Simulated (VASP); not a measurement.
Set up this calculation in VASP 6.6.1, as the native input.

```
Task                   : relaxation of cell and atoms
Functional             : PBEsol
Potentials or basis    : VASP PAW PBE potentials, release 64 (Ga_d)
Cutoff                 : 600 eV
k mesh                 : 6 × 6 × 6
Occupations            : gaussian, width 0.1 eV
Spin                   : no spin polarisation
Dipole correction      : no
Further INCAR settings : ALGO = Fast; EDIFF = 1e-06; IBRION = 2; EDIFFG = -0.04; NSW = 90; ISIF = 3
```

The structure of Ga lies in POSCAR:

```
Ga
1.0
    1.8410551447      1.0629336834      3.4140160361
   -1.8410551447      1.0629336834      3.4140160361
    0.0000000000     -2.1258673668      3.4140160361
Ga
2
Direct
    0.2275400000      0.2275400000      0.2275400000
    0.7724600000      0.7724600000      0.7724600000
```

The input as run:

INCAR

```
PREC     = Accurate       # precision mode
ENCUT    = 600            # plane-wave cutoff, eV
EDIFF    = 1E-6           # SCF threshold, eV
ISMEAR   = 0              # smearing method
SIGMA    = 0.1            # smearing width, eV
LREAL    = F              # projectors in reciprocal space
LASPH    = T              # aspherical terms in the spheres
NELM     = 100            # most SCF steps
ALGO     = Fast           # electronic algorithm
ISIF     = 3              # what is computed and relaxed
LWAVE    = F              # write WAVECAR
LCHARG   = F              # write CHGCAR
GGA      = PS             # functional
IBRION   = 2              # ionic algorithm
NSW      = 90             # ionic steps
EDIFFG   = -0.04          # ionic threshold
```

KPOINTS

```
Automatic mesh
0
Gamma
  6 6 6
```

Potentials or basis: VASP PAW PBE potentials, release 64 (Ga_d).

The run is started by

```console
$ cat potpaw_PBE.64/Ga_d/POTCAR > POTCAR
$ mpirun -np 1 vasp_std > vasp.out
```

It gave:

```json
{
  "Relaxed volume": "19.01 Å³/atom",
  "Relaxed cell": "a = 3.896 Å, b = 3.896 Å, c = 3.896 Å, α = 56.08°, β = 56.08°, γ = 56.08°",
  "Space group after relaxing (to 0.05 Å)": "R-3m (No. 166)",
  "Energy gained by relaxing": "198.7 meV/atom",
  "Ionic steps": "10",
  "Pressure after relaxing": "-0.1 GPa",
  "Largest force after relaxing": "0.029 eV/Å",
  "Band gap on the k mesh": "zero (band 13 reaches 9.33 eV, above the bottom of band 14 at 3.02 eV)"
}
```

Caveat: the PAW data sets were made with another functional, which shifts forces and pressure a little.

It took 81 s on 1 thread of Intel(R) Xeon(R) 6975P-C (Granite Rapids) (shared host), peak memory 0.19 GiB.
